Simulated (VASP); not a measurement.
Set up this calculation in VASP 6.6.1, as the native input.

| Quantity | Value |
| --- | --- |
| Task | single point |
| Functional | LDA |
| Potentials or basis | VASP PAW LDA potentials, release 64 (Hf_pv) |
| Cutoff | 520 eV |
| k mesh | 13 × 13 × 13 |
| Occupations | fermi-dirac, width 0.03 eV |
| Spin | no spin polarisation |
| Dipole correction | no |
| Further INCAR settings | ALGO = Normal; EDIFF = 1e-06; NBANDS = 11 |

The structure of Hf lies in POSCAR:

```
Hf
1.0
    0.0000000000      2.1746811614      2.1746811614
    2.1746811614      0.0000000000      2.1746811614
    2.1746811614      2.1746811614      0.0000000000
Hf
1
Direct
    0.0000000000      0.0000000000      0.0000000000
```

This cell differs from its parent crystal: volume scaled by 0.94.

The input as run:

INCAR

```
SYSTEM = Hf
PREC     = Accurate       ! precision mode
ENCUT    = 520            ! plane-wave cutoff, eV
EDIFF    = 1E-6           ! SCF threshold, eV
ISMEAR   = -1             ! smearing method
SIGMA    = 0.03           ! smearing width, eV
LREAL    = .FALSE.        ! projectors in reciprocal space
LASPH    = .TRUE.         ! aspherical terms in the spheres
NELM     = 100            ! most SCF steps
ALGO     = Normal         ! electronic algorithm
ISIF     = 2              ! what is computed and relaxed
LWAVE    = .FALSE.        ! write WAVECAR
LCHARG   = .FALSE.        ! write CHGCAR
GGA      = CA             ! functional
NBANDS   = 11             ! bands
```

KPOINTS

```
Automatic mesh
0
G
  13 13 13
  0 0 0
```

Potentials or basis: VASP PAW LDA potentials, release 64 (Hf_pv).

The run is started by

```console
$ cat potpaw_LDA.64/Hf_pv/POTCAR > POTCAR
$ mpirun -np 1 vasp_std > vasp.out
```

Results of the run:

* Pressure: 1.3 GPa
* Band gap on the k mesh: zero (band 5 reaches 6.58 eV, above the bottom of band 6 at 4.63 eV)

Caveat: spin-orbit coupling is left out, which moves the levels of the heavy elements.

It took 4.9 s on 1 thread of Intel(R) Xeon(R) 6975P-C (Granite Rapids) (shared host), peak memory 0.13 GiB.
